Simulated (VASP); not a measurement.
A run of VASP 6.6.1 is set up as follows.

Contents of INCAR:

```
SYSTEM = Ga16HO24
PREC = Accurate ; ENCUT = 520
EDIFF = 1E-6 ; ISMEAR = 0
SIGMA = 0.01 ; LREAL = Auto
LASPH = .True. ; NELM = 60
ALGO = Normal ; ISIF = 2
LWAVE = .False. ; LCHARG = .False.
GGA = PS ; NELECT = 354.0
NBANDS = 202 ; KPAR = 2
NCORE = 2
```

KPOINTS

```
Automatic mesh
0
Gamma
  2 2 2
  0.5 0.5 0.5
```

File POSCAR:

```
Ga16HO24
1.0
   -4.7582679566     -1.5236550176     -5.6478147190
   -6.1387111721      4.5709650529     -0.0036336926
    1.3804432155      6.0946200705     -5.6441810265
Ga O H
16 24 1
Direct
    0.6471145051      0.6685737585      0.6588505054
    0.8967057264      0.4151064219      0.4144852435
    0.1439631775      0.1778387237      0.1579361793
    0.4008839724      0.9199753935      0.9084405703
    0.5831616316      0.0923108124      0.0859862946
    0.8464166903      0.8350701485      0.8223465860
    0.0971520883      0.5793361184      0.5873918676
    0.3440201584      0.3303347851      0.3412656843
    0.4592978020      0.7146957209      0.3293812908
    0.7056682267      0.4618524308      0.0770463238
    0.9650246178      0.2167786533      0.8271260947
    0.2130067105      0.9670108185      0.5775319830
    0.7780211363      0.0360061298      0.4175506819
    0.0570968084      0.7841475287      0.1774406615
    0.2799299501      0.5376945964      0.9163496699
    0.5317706496      0.2835588409      0.6709872185
    0.4986102356      0.4934342547      0.7542006278
    0.7460377898      0.2426044226      0.5044851329
   -0.0045350295      1.0036015390      0.2522451203
    0.2517136380      0.7465492165     -0.0010173908
    0.7503936952      0.2469232255      0.9962597890
    0.9987722623      0.0042032235      0.7466560332
    0.2442450862      0.7571492039      0.4942891227
    0.4914883974      0.5052847003      0.2445069853
    0.4094551756      0.9347631490      0.1482985156
    0.6594019999      0.6863725472      0.8994659443
    0.9054614438      0.4359096286      0.6493257196
    0.1542988481      0.1876186277      0.3989558243
    0.8370398051      0.8146869853      0.5937325176
    0.0881873123      0.5634029766      0.3512925977
    0.3329963403      0.3195922566      0.0972502181
    0.5935951829      0.0622734976      0.8504723639
    0.0660319263      0.5970754692      0.8180793235
    0.3171788971      0.3427826271      0.5730554331
    0.5646409857      0.0953309652      0.3184451154
    0.8310498953      0.8319765142      0.0779745534
    0.1787964148      0.1565733468      0.9272133752
    0.4283612344      0.9064096859      0.6760767614
    0.6768071707      0.6550052640      0.4247973280
    0.9184847066      0.4167156102      0.1768757336
    0.8011886197      0.7109874322      0.1401722191
```

Potentials or basis: VASP PAW PBE potentials, release 64 (Ga_d, O, H).

Run with:

```bash
$ cat potpaw_PBE.64/Ga_d/POTCAR potpaw_PBE.64/O/POTCAR potpaw_PBE.64/H/POTCAR > POTCAR
$ mpirun -np 4 vasp_std > vasp.out
```

Q: Predict the largest force.

A: 0.116 eV/Å.

Forces in eV/Å, atoms in the order of the input:
```
Ga   0.010  0.000  0.018
Ga   0.019 -0.002  0.002
Ga   0.014 -0.002  0.013
Ga   0.013 -0.003  0.008
Ga  -0.015 -0.005 -0.026
Ga  -0.014  0.011 -0.021
Ga  -0.013  0.003 -0.019
Ga  -0.010 -0.002 -0.016
Ga   0.000 -0.007 -0.001
Ga  -0.011  0.006  0.000
Ga   0.001 -0.001 -0.003
Ga  -0.002 -0.001  0.002
Ga   0.003 -0.005  0.001
Ga  -0.009 -0.005  0.000
Ga   0.002  0.001  0.006
Ga  -0.004 -0.001  0.010
O    0.003  0.005  0.000
O    0.008  0.006 -0.001
O    0.007 -0.006  0.000
O    0.004  0.006  0.002
O   -0.006 -0.001  0.000
O    0.005  0.006  0.001
O   -0.008  0.003  0.000
O   -0.001 -0.011  0.001
O    0.014 -0.003 -0.001
O    0.019  0.005 -0.007
O    0.019  0.004 -0.010
O    0.016 -0.003 -0.006
O   -0.018  0.000  0.017
O   -0.017 -0.002  0.019
O   -0.013  0.006  0.015
O   -0.016 -0.001  0.000
O    0.012  0.001 -0.023
O    0.012  0.003 -0.020
O    0.008 -0.001 -0.021
O   -0.102  0.006  0.007
O   -0.006  0.003  0.015
O   -0.012 -0.001  0.011
O   -0.011  0.000  0.012
O   -0.014  0.009  0.011
H    0.114 -0.019  0.005
```

Caveat: the cell carries a net charge on a neutralising background, which shifts energy and pressure; the cell differs from its parent crystal (with an interstitial atom, then relaxed in part); the PAW data sets were made with another functional, which shifts forces and pressure a little.
